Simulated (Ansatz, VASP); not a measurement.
## ScBiTe3S in VASP and in Ansatz

```
CELL_PARAMETERS angstrom
6.09604 0.00000 0.00000
-3.04802 5.27932 0.00000
0.00000 0.00000 5.14402
ATOMIC_POSITIONS crystal
Sc 0.33333 0.66667 0.00000
Bi 0.66667 0.33333 0.00000
Te 0.66657 0.83329 0.50000
Te 0.16671 0.83329 0.50000
Te 0.16671 0.33343 0.50000
S 0.00000 0.00000 0.00000
```

Change from the starting cell: species swapped into the LaAlCuNi3 type (P-6m2, No. 187).

Alike in both runs: functional PBE; k mesh 6 × 6 × 8; occupations gaussian, width 0.1 eV; no spin polarisation.

Ansatz relaxed the structure, and its values are those at the end. VASP's run is a single point on that final structure, the one shown.

|  | VASP | Ansatz |
| --- | --- | --- |
| version | VASP 6.6.1 | Ansatz 0.2.0 |
| potentials or method | VASP PAW PBE potentials, release 64 (Sc_sv, Bi_d, Te, S), cutoff 520 eV | scalar-relativistic, plane waves, PAW |
| valence electrons in the cell | 50 | 80 |

Ansatz gave:

| Item | Value |
| --- | --- |
| gap on the k mesh at the Fermi level (eV) | none |
| pressure (GPa) | 0.0 |
| rms of the force components (eV/Å) | 0.001 |

Problem. Which values does VASP return?

Solution. gap on the k mesh at the Fermi level (eV): none; pressure (GPa): 0.0; rms of the force components (eV/Å): 0.005.

A gap of «none» marks a metal or a gap that the smearing closes. With one functional, cell and mesh, what is left measures potentials, basis and numerics. VASP's potentials hold 50 valence electrons a cell and Ansatz's 80, so a difference there can come from the potentials and not from the codes.

Neither program's run includes spin-orbit coupling.
